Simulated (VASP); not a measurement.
Wanted: the native input for a VASP 6.6.1 run.

* Task: single point
* Functional: PBE
* Dispersion: D3(BJ)
* Potentials or basis: VASP PAW PBE potentials, release 64 (O, H, C)
* Cutoff: 520 eV
* k mesh: 1 × 1 × 1
* Occupations: fermi-dirac, width 0.05 eV
* Spin: no spin polarisation
* Dipole correction: no
* Further INCAR settings: LREAL = Auto; ALGO = Normal; EDIFF = 1e-06; NBANDS = 49

The structure of H16CO7 lies in POSCAR:

```
H16CO7
1.0
    6.2743050000      0.0000000000      0.0000000000
    0.0000000000      6.2743050000      0.0000000000
    0.0000000000      0.0000000000      6.2743050000
O H C
7 16 1
Direct
    0.0451364733      0.7728824149      0.2151951491
    0.1357759943      0.5223686129      0.8405074347
    0.8716184502      0.1372263542      0.2217297374
    0.2851311819      0.2978497220      0.2499878473
    0.4476033601      0.6123546751      0.4731838825
    0.8395830295      0.4642426532      0.5198663438
    0.6085933024      0.2250926597      0.8663748415
    0.0871490946      0.7057036596      0.0820170521
   -0.0196993930      0.6642648070      0.3096438570
    0.2486649916      0.4527513406      0.7454849581
    0.0067099065      0.5259865435      0.7376434521
    0.8286495476      0.1530049942      0.0748130669
    0.9406619538     -0.0066620925      0.2377952618
    0.1397445613      0.2365839722      0.2349104801
    0.3261715839      0.3188719707      0.0976203739
    0.3807752412      0.4968837186      0.3830703162
    0.3878995363      0.7550796463      0.4430610243
    0.7088912637      0.5435343038      0.4772640157
    0.8648447916      0.3465881879      0.4195843205
    0.6339506925     -0.1042665283      0.9645211701
    0.6562957969      0.2814654372      0.7295309998
    0.3905611857     -0.0309038212      0.8261950925
    0.6366123419     -0.0591938071      0.6888093582
    0.5606357995     -0.0073793034      0.8367460619
```

These files were run (other wordings do the same):

INCAR

```
ALGO     = Normal         # electronic algorithm
EDIFF    = 1E-6           # SCF threshold, eV
ENCUT    = 520            # plane-wave cutoff, eV
GGA      = PE             # functional
ISIF     = 2              # what is computed and relaxed
ISMEAR   = -1             # smearing method
IVDW     = 12             # dispersion correction
LASPH    = T              # aspherical terms in the spheres
LCHARG   = T              # write CHGCAR
LELF     = T              # ELF
LREAL    = Auto         
LVHAR    = T            
LWAVE    = F              # write WAVECAR
NBANDS   = 49             # bands
NELM     = 80             # most SCF steps
PREC     = Accurate       # precision mode
SIGMA    = 0.05           # smearing width, eV
```

KPOINTS

```
k-points
0
Gamma
  1 1 1
```

Potentials or basis: VASP PAW PBE potentials, release 64 (O, H, C).

Run with:

```sh
$ cat potpaw_PBE.64/O/POTCAR potpaw_PBE.64/H/POTCAR potpaw_PBE.64/C/POTCAR > POTCAR
$ mpirun -np 1 vasp_gam > vasp.out
```

Results of the run:

```yaml
Pressure: -1.5 GPa
Largest_force: 2.080 eV/Å
Band_gap_on_the_k_mesh: 4.79 eV
Dispersion_energy_per_atom: -0.033 eV
```

Caveat: the k points lie up to 1.00 Å⁻¹ apart.

Wall time 22 s on 1 thread of Intel(R) Xeon(R) Platinum 8488C (Sapphire Rapids), with other jobs on the host, peak memory 0.3 GiB.
